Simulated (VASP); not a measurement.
# Fe (Im-3m) in VASP: further runs

Runs on Fe. Level: PBEsol. Tasks: relaxation of cell and atoms.

Everything below comes from runs of VASP 6.6.1. Logs are shortened: lines on timing, memory, paths and dates and some standing lists are left out, and cuts for length are marked.

## Step 1: The cell of the first run

It takes space group Im-3m (No. 229, cubic). The conventional cell has a = 2.788 Å, b = 2.788 Å, c = 2.788 Å, α = 90.00°, β = 90.00°, γ = 90.00°. Within 3.2 Å of Fe (site symmetry m-3m) lie 14 Fe at 2.41 to 2.79 Å.

## Step 2: Relaxation of cell and atoms, PBEsol, collinear spin, ferromagnetic start

INCAR reads:

```
SYSTEM = Fe
  ALGO = Normal
  EDIFF = 1E-7
  EDIFFG = -0.005
  ENCUT = 600
  GGA = PS
  IBRION = 2
  ISIF = 3
  ISMEAR = -1
  ISPIN = 2
  LASPH = .True.
  LCHARG = .False.
  LMAXMIX = 4
  LORBIT = 11
  LREAL = .False.
  LWAVE = .False.
  MAGMOM = 2.5
  NELM = 150
  NSW = 60
  PREC = Accurate
  SIGMA = 0.08
```

KPOINTS reads:

```
k-points
0
Gamma
  22 22 22
  0 0 0
```

POSCAR reads:

```
Fe
1.0
   -1.3940650116      1.3940650116      1.3940650116
    1.3940650116     -1.3940650116      1.3940650116
    1.3940650116      1.3940650116     -1.3940650116
Fe
1
Direct
    0.0000000000      0.0000000000      0.0000000000
```

Potentials or basis: VASP PAW PBE potentials, release 64 (Fe).

On the command line:

```console
$ cat potpaw_PBE.64/Fe/POTCAR > POTCAR
$ mpirun -np 1 vasp_std > vasp.out
```

OUTCAR:

```text
SYSTEM = Fe
   EDIFF = 1E-7
   EDIFFG = -0.005
   ENCUT = 600
   GGA = PS
   IBRION = 2
   ISIF = 3
   ISMEAR = -1
   ISPIN = 2
   LASPH = .True.
   LORBIT = 11
   LREAL = .False.
   NELM = 150
   NSW = 60
   PREC = Accurate

 ion  position               nearest neighbor table
   1  0.000  0.000  0.000-

  LATTYP: Found a body centered cubic cell.
 ALAT       =     2.7881300232

  Lattice vectors:

 A1 = (  -1.3940650116,   1.3940650116,   1.3940650116)
 A2 = (   1.3940650116,  -1.3940650116,   1.3940650116)
 A3 = (   1.3940650116,   1.3940650116,  -1.3940650116)

Analysis of symmetry for initial positions (statically):
=====================================================================
 Subroutine PRICEL returns:
 Original cell was already a primitive cell.

 Routine SETGRP: Setting up the symmetry group for a
 body centered cubic supercell.

 Subroutine GETGRP returns: Found 48 space group operations
 (whereof 48 operations were pure point group operations)
 out of a pool of 48 trial point group operations.

The static configuration has the point symmetry O_h .

Analysis of symmetry for dynamics (positions and initial velocities):
=====================================================================
 Subroutine PRICEL returns:
 Original cell was already a primitive cell.

 Routine SETGRP: Setting up the symmetry group for a
 body centered cubic supercell.

 Subroutine GETGRP returns: Found 48 space group operations
 (whereof 48 operations were pure point group operations)
 out of a pool of 48 trial point group operations.

The dynamic configuration has the point symmetry O_h .

Analysis of structural, dynamic, and magnetic symmetry:
=====================================================================
 Subroutine PRICEL returns:
 Original cell was already a primitive cell.

 Routine SETGRP: Setting up the symmetry group for a
 body centered cubic supercell.

 Subroutine GETGRP returns: Found 48 space group operations
 (whereof 48 operations were pure point group operations)
 out of a pool of 48 trial point group operations.

The overall configuration has the point symmetry O_h .

 Subroutine INISYM returns: Found 48 space group operations
 (whereof 48 operations are pure point group operations),
 and found     1 'primitive' translations

----------------------------------------------------------------------------------------

                                     Primitive cell

  volume of cell :      10.8370

  direct lattice vectors                    reciprocal lattice vectors
    -1.394065012  1.394065012  1.394065012     0.000000000  0.358663331  0.358663331
     1.394065012 -1.394065012  1.394065012     0.358663331  0.000000000  0.358663331
     1.394065012  1.394065012 -1.394065012     0.358663331  0.358663331  0.000000000

  length of vectors
     2.414591429  2.414591429  2.414591429     0.507226546  0.507226546  0.507226546

  position of ions in fractional coordinates (direct lattice)
     0.000000000  0.000000000  0.000000000

  ion indices of the primitive-cell ions
   primitive index   ion index
                 1           1

----------------------------------------------------------------------------------------

 KPOINTS: k-points

Automatic generation of k-mesh.
 Grid dimensions read from file:
 generate k-points for:   22   22   22

 Generating k-lattice:

  Cartesian coordinates                     Fractional coordinates (reciprocal lattice)
     0.000000000  0.016302879  0.016302879     0.045454545  0.000000000  0.000000000
     0.016302879  0.000000000  0.016302879     0.000000000  0.045454545  0.000000000
     0.016302879  0.016302879  0.000000000     0.000000000  0.000000000  0.045454545

  Length of vectors
     0.023055752  0.023055752  0.023055752

  Shift w.r.t. Gamma in fractional coordinates (k-lattice)
     0.000000000  0.000000000  0.000000000

 Subroutine IBZKPT returns following result:
 ===========================================

 Found    328 irreducible k-points:

 Following reciprocal coordinates:
            Coordinates               Weight
  0.000000  0.000000  0.000000      1.000000
  0.045455  0.000000  0.000000     12.000000
  0.090909  0.000000  0.000000     12.000000
  0.136364  0.000000  0.000000     12.000000
  0.181818  0.000000  0.000000     12.000000
  0.227273  0.000000  0.000000     12.000000
[... 16 lines left out ...]
  0.090909  0.090909  0.000000     24.000000
  0.136364  0.090909  0.000000     48.000000
 [... further k-points ...]
   k-points           NKPTS =    328   k-points in BZ     NKDIM =    328   number of bands    NBANDS=      9
   number of dos      NEDOS =    301   number of ions     NIONS =      1
   total plane-waves  NPLWV =   8000
   dimension x,y,z NGX =    20 NGY =   20 NGZ =   20
   dimension x,y,z NGXF=    40 NGYF=   40 NGZF=   40
   ions per type =               1
   NGX,Y,Z   is equivalent  to a cutoff of  13.77, 13.77, 13.77 a.u.
   NGXF,Y,Z  is equivalent  to a cutoff of  27.54, 27.54, 27.54 a.u.
 SYSTEM =  Fe
   PREC   = accura    normal or accurate (medium, high low for compatibility)
   ISTART =      0    job   : 0-new  1-cont  2-samecut
   ICHARG =      2    charge: 1-file 2-atom 10-const
   ISPIN  =      2    spin polarized calculation?
   LNONCOLLINEAR =      F non collinear calculations
   LSORBIT =      F    spin-orbit coupling
   LASPH  =      T    aspherical Exc in radial PAW
   ENCUT  =  600.0 eV  44.10 Ry    6.64 a.u.   4.82  4.82  4.82*2*pi/ulx,y,z
   NELM   =    150;   NELMIN=  2; NELMDL= -5     # of ELM steps
   EDIFF  = 0.1E-06   stopping-criterion for ELM
   LREAL  =      F    real-space projection
   EDIFFG = -.5E-02   stopping-criterion for IOM
   NSW    =     60    number of steps for IOM
   IBRION =      2    ionic relax: 0-MD 1-quasi-New 2-CG
   NFREE  =      1    steps in history (QN), initial steepest desc. (CG)
   ISIF   =      3    stress and relaxation
   ISYM   =      2    0-nonsym 1-usesym 2-fastsym
   POTIM  = 0.5000    time-step for ionic-motion
   TEBEG  =    0.0;   TEEND  =   0.0 temperature during run
   PSTRESS=    0.0 pullay stress
   NELECT =       8.0000    total number of electrons
   NUPDOWN=      -1.0000    fix difference up-down
   EMIN   =  10.00;   EMAX   =-10.00  energy-range for DOS
   EFERMI =   0.00;   METHOD = LEGACY
   ISMEAR =    -1;   SIGMA  =   0.08  broadening in eV -4-tet -1-fermi 0-gaus
   EFERMI_NEDOS =   21; number of points for ismear=-14 and -15
   IALGO  =     38    algorithm
   IMIX   =      4    mixing-type and parameters
     AMIX     =   0.40;   BMIX     =  1.00
     AMIX_MAG =   1.60;   BMIX_MAG =  1.00
  volume/ion in A,a.u.               =      10.84        73.13
  Fermi-wavevector in a.u.,A,eV,Ry     =   1.479569  2.795979 29.784834  2.189124
  Thomas-Fermi vector in A             =   2.593710
   LORBIT       =     11    0 simple, 1 ext, 2 COOP (PROOUT), +10 PAW based schemes
   GGA     = PS    functional components
   LHFCALC =     F    Hartree Fock is set to
   AEXX    =    0.0000 exact exchange contribution
   IVDW    =     0    specifies the selected vdW correction
   LEPSILON=     F    determine dielectric tensor
   LRPA    =     F    only Hartree local field effects (RPA)
 conjugate gradient relaxation of ions
 spin polarized calculation
  energy-cutoff  :      600.00
  volume of cell :       10.84
 maximum number of plane-waves:       372
   NGX =  9   NGY =  9   NGZ =  9

--------------------------------------- Ionic step        1  -------------------------------------------

 number of electron       8.0000000 magnetization       2.1181519

 Free energy of the ion-electron system (eV)
  ---------------------------------------------------
  ext. energy  EPLUGINS =         0.00000000
  ---------------------------------------------------
  free energy    TOTEN  =        -8.92804122 eV

  energy without entropy =       -8.90784003  energy(sigma->0) =       -8.91794063

------------------------ aborting loop because EDIFF is reached ----------------------------------------

  FORCE on cell =-STRESS in cart. coord.  units (eV):
  Direction    XX          YY          ZZ          XY          YZ          ZX
  --------------------------------------------------------------------------------------
  -------------------------------------------------------------------------------------
  Total       -0.0068967     -0.0068967     -0.0068967      0.0000000      0.0000000     -0.0000000
  in kB       -1.0196282     -1.0196282     -1.0196282      0.0000000      0.0000000     -0.0000000
  external PRESSURE =      -1.0196282 kB  Pullay stress =       0.0000000 kB
[... 55 lines left out ...]
  energy  without entropy=       -8.9078225390  energy(sigma->0) =       -8.91793215

--------------------------------------- Ionic step        3  -------------------------------------------

 number of electron       8.0000000 magnetization       2.1173253

 Free energy of the ion-electron system (eV)
  ---------------------------------------------------
  ext. energy  EPLUGINS =         0.00000000
  ---------------------------------------------------
  free energy    TOTEN  =        -8.92804335 eV

  energy without entropy =       -8.90783168  energy(sigma->0) =       -8.91793751

 E-fermi :   6.2025     XC(G=0): -13.5521

 val. band max:        6.1994949457   @ k =  -0.4091   0.4091   0.2727
 cond. band min:       6.2057728696   @ k =   0.4091   0.0455   0.0455
 fundamental gap:      0.0062779239
 Fermi energy:         6.2024841413

 spin component 1

 k-point     1 :       0.0000    0.0000    0.0000
  band No.  band energies     occupation
      1      -2.6375      1.00000
      2       3.7679      1.00000
      3       3.7679      1.00000
      4       3.7679      1.00000
      5       5.1316      1.00000
      6       5.1316      1.00000
      7      31.5646      0.00000
      8      31.5646      0.00000
      9      31.5646      0.00000
[... 265 lines left out ...]
 k-point    24 :       0.1364    0.0909    0.0000
  band No.  band energies     occupation
      1      -1.0558      1.00000
      2       3.4110      1.00000
      3       3.5190      1.00000
      4       4.7126      1.00000
      5       4.8448      1.00000
      6       5.2262      0.99999
      7      25.6641      0.00000
      8      27.4103      0.00000
      9      31.6391      0.00000

 [... further k-points ...]

 spin component 2

 k-point     1 :       0.0000    0.0000    0.0000
  band No.  band energies     occupation
      1      -2.3676      1.00000
      2       5.6181      0.99933
      3       5.6182      0.99933
      4       5.6182      0.99933
      5       7.7096      0.00000
      6       7.7097      0.00000
      7      31.4952      0.00000
      8      31.4952      0.00000
      9      31.4952      0.00000
[... 304 lines left out ...]
  FREE ENERGIE OF THE ION-ELECTRON SYSTEM (eV)
  ---------------------------------------------------
  free  energy   TOTEN  =        -8.9280433466 eV

  energy  without entropy=       -8.9078316781  energy(sigma->0) =       -8.91793751

 reached required accuracy - stopping structural energy minimisation

 total charge

# of ion       s       p       d       tot
------------------------------------------
    1        0.511   0.589   6.277   7.377

 magnetization (x)

# of ion       s       p       d       tot
------------------------------------------
    1       -0.012  -0.049   2.160   2.099
```

Wall time 3.5 min (1 thread of AMD EPYC 7R43 (Zen 3), shared host); peak memory 0.15 GiB.

Results:

* Free energy: -8.9280 eV
* Relaxed volume: 10.83 Å³/atom
* Relaxed cell: a = 2.414 Å, b = 2.414 Å, c = 2.414 Å, α = 109.47°, β = 109.47°, γ = 109.47°
* Space group after relaxing (to 0.05 Å): Im-3m (No. 229)
* Energy gained by relaxing: 0.0 meV/atom
* Ionic steps: 3
* Pressure after relaxing: 0.0 GPa
* Net moment: 2.12 μB per cell
* Site moments: Fe +2.10 μB
* Valence electrons inside the program's atomic spheres: Fe 7.38

Final structure:
```
Fe
1.0
    -1.39380    1.39380    1.39380
     1.39380   -1.39380    1.39380
     1.39380    1.39380   -1.39380
Fe
1
Direct
  0.00000 0.00000 0.00000
```

Levels at points of the mesh, in eV from the Fermi level:
Spin up:
```csv
k point,band 1,band 2,band 3,band 4,band 5,band 6,band 7,band 8,band 9
"(0.00, 0.00, 0.00)",-8.84,-2.43,-2.43,-2.43,-1.07,-1.07,25.36,25.36,25.36
"(0.50, 0.00, 0.00)",-5.25,-3.61,-1.01,-0.86,0.39,0.48,7.73,18.66,20.86
"(0.50, 0.50, 0.50)",-5.17,-5.17,0.18,0.18,0.18,10.15,10.15,10.15,16.09
```
Spin down:
| k point | band 1 | band 2 | band 3 | band 4 | band 5 | band 6 | band 7 |
| --- | --- | --- | --- | --- | --- | --- | --- |
| (0.00, 0.00, 0.00) | -8.57 | -0.58 | -0.58 | -0.58 | 1.51 | 1.51 | 25.29 |
| (0.50, 0.00, 0.00) | -3.99 | -1.95 | 0.62 | 1.39 | 1.78 | 2.63 | 9.10 |
| (0.50, 0.50, 0.50) | -3.45 | -3.45 | 2.30 | 2.30 | 2.30 | 10.52 | 10.52 |

Caveat: the PAW data sets were made with another functional, which shifts forces and pressure a little.

## Step 3: Relaxation of cell and atoms, PBEsol, collinear spin, ferromagnetic start

INCAR reads:

```
ALGO = Normal
EDIFF = 1E-6
EDIFFG = -0.005
ENCUT = 600
GGA = PS
IBRION = 2
ISIF = 3
ISMEAR = -1
ISPIN = 2
LASPH = True
LCHARG = False
LMAXMIX = 4
LORBIT = 11
LREAL = False
LWAVE = False
MAGMOM = 2.5
NELM = 150
NSW = 60
PREC = Accurate
SIGMA = 0.08
```

KPOINTS reads:

```
k-points
0
Gamma
  22 22 22
```

POSCAR is that of step 2.

Potentials or basis: VASP PAW PBE potentials, release 64 (Fe).

On the command line:

```console
$ cat potpaw_PBE.64/Fe/POTCAR > POTCAR
$ mpirun -np 1 vasp_std > vasp.out
```

Wall time 2.8 min (1 thread of AMD EPYC 7R43 (Zen 3), shared host); peak memory 0.15 GiB.

The run converged. Its results:

| Quantity | Value |
| --- | --- |
| Free energy | -8.9280 eV |
| Relaxed volume | 10.83 Å³/atom |
| Relaxed cell | a = 2.414 Å, b = 2.414 Å, c = 2.414 Å, α = 109.47°, β = 109.47°, γ = 109.47° |
| Space group after relaxing (to 0.05 Å) | Im-3m (No. 229) |
| Energy gained by relaxing | 0.0 meV/atom |
| Ionic steps | 7 |
| Pressure after relaxing | -0.1 GPa |
| Net moment | 2.12 μB per cell |
| Site moments | Fe +2.10 μB |
| Valence electrons inside the program's atomic spheres | Fe 7.38 |

Final structure:
```
CELL_PARAMETERS angstrom
-1.39385 1.39385 1.39385
1.39385 -1.39385 1.39385
1.39385 1.39385 -1.39385
ATOMIC_POSITIONS crystal
Fe 0.00000 0.00000 0.00000
```

Levels at points of the mesh, in eV from the Fermi level:
Spin up:
| k point | band 1 | band 2 | band 3 | band 4 | band 5 | band 6 | band 7 | band 8 | band 9 |
| --- | --- | --- | --- | --- | --- | --- | --- | --- | --- |
| (0.00, 0.00, 0.00) | -8.84 | -2.43 | -2.43 | -2.43 | -1.07 | -1.07 | 25.36 | 25.36 | 25.36 |
| (0.50, 0.00, 0.00) | -5.25 | -3.61 | -1.01 | -0.86 | 0.39 | 0.48 | 7.73 | 18.66 | 20.86 |
| (0.50, 0.50, 0.50) | -5.17 | -5.17 | 0.18 | 0.18 | 0.18 | 10.15 | 10.15 | 10.15 | 16.08 |
Spin down:
```tsv
k point	band 1	band 2	band 3	band 4	band 5	band 6	band 7	band 8
(0.00, 0.00, 0.00)	-8.57	-0.58	-0.58	-0.58	1.51	1.51	25.29	25.29
(0.50, 0.00, 0.00)	-3.99	-1.95	0.62	1.39	1.78	2.63	9.10	18.82
(0.50, 0.50, 0.50)	-3.45	-3.45	2.30	2.30	2.30	10.51	10.51	10.51
```

Caveat: the PAW data sets were made with another functional, which shifts forces and pressure a little.
